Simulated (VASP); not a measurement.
InSb3, 4 atoms in the cell. It takes space group R3m (No. 160, trigonal). Conventional cell: a = 6.687 Å, b = 6.687 Å, c = 8.190 Å, α = 90.00°, β = 90.00°, γ = 120.00°. Within 4.3 Å of In (site symmetry 3m) lie 12 Sb at 3.26 to 3.43 Å. Sb (site symmetry m) has 4 In at 3.26 to 3.43 Å and 8 Sb at 3.34 Å within 4.3 Å.  This cell differs from its parent crystal: atom 1 (In) moved -0.100 Å along Cartesian [1 1 1].

- Program: VASP 6.6.1
- Task: single point
- Functional: PBEsol
- Potentials or basis: VASP PAW PBE potentials, release 64 (In_d, Sb)
- Cutoff: 520 eV
- k mesh: 10 × 10 × 10
- Occupations: gaussian, width 0.15 eV
- Spin: no spin polarisation
- Dipole correction: no
- Further INCAR settings: ALGO = Normal; EDIFF = 1e-07; NBANDS = 22

Potentials or basis: VASP PAW PBE potentials, release 64 (In_d, Sb).

Run with:

```sh
$ cat potpaw_PBE.64/In_d/POTCAR potpaw_PBE.64/Sb/POTCAR > POTCAR
$ mpirun -np 1 vasp_std > vasp.out
```

Hardware: 1 thread of Intel(R) Xeon(R) 6975P-C (Granite Rapids), on a shared host.

**Question.** How long does it take, and how much memory?

**Answer.** It took 64 s on 1 thread of Intel(R) Xeon(R) 6975P-C (Granite Rapids), with other jobs on the host, peak memory 0.38 GiB. Counts: scf iterations 12, k points 116.
